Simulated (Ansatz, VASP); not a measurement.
## GeSe5 in VASP and in Ansatz

```
CELL_PARAMETERS angstrom
3.60550 2.08164 3.47088
-3.60550 2.08164 3.47088
0.00000 -4.16328 3.47088
ATOMIC_POSITIONS crystal
Ge 0.55245 0.55245 0.55245
Se 0.54991 0.05077 0.54991
Se 0.54991 0.54991 0.05077
Se 0.05077 0.54991 0.54991
Se 0.23383 0.23383 0.23383
Se 0.86732 0.86732 0.86732
```

Alike in both runs: functional PBE; k mesh 3 × 3 × 3; occupations gaussian, width 0.2 eV; no spin polarisation.

Ansatz relaxed the structure, and its values are those at the end. VASP's run is a single point on that final structure, the one shown.

```csv
,VASP,Ansatz
version,VASP 6.6.1,Ansatz 0.2.0
potentials or method,"VASP PAW PBE potentials, release 64 (Ge_d, Se), cutoff 520 eV","scalar-relativistic, plane waves, PAW"
valence electrons in the cell,44,94
```

```csv
,VASP,Ansatz,Ansatz less VASP
gap on the k mesh at the Fermi level (eV),none,none,-
pressure (GPa),0.0,0.0,-0.04
rms of the force components (eV/Å),0.014,0.015,+0.0006
```

A gap of «none» marks a metal or a gap that the smearing closes. VASP's potentials hold 44 valence electrons a cell and Ansatz's 94, so a difference there can come from the potentials and not from the codes.

The k mesh is coarse, so the values compare programs but aren't converged.
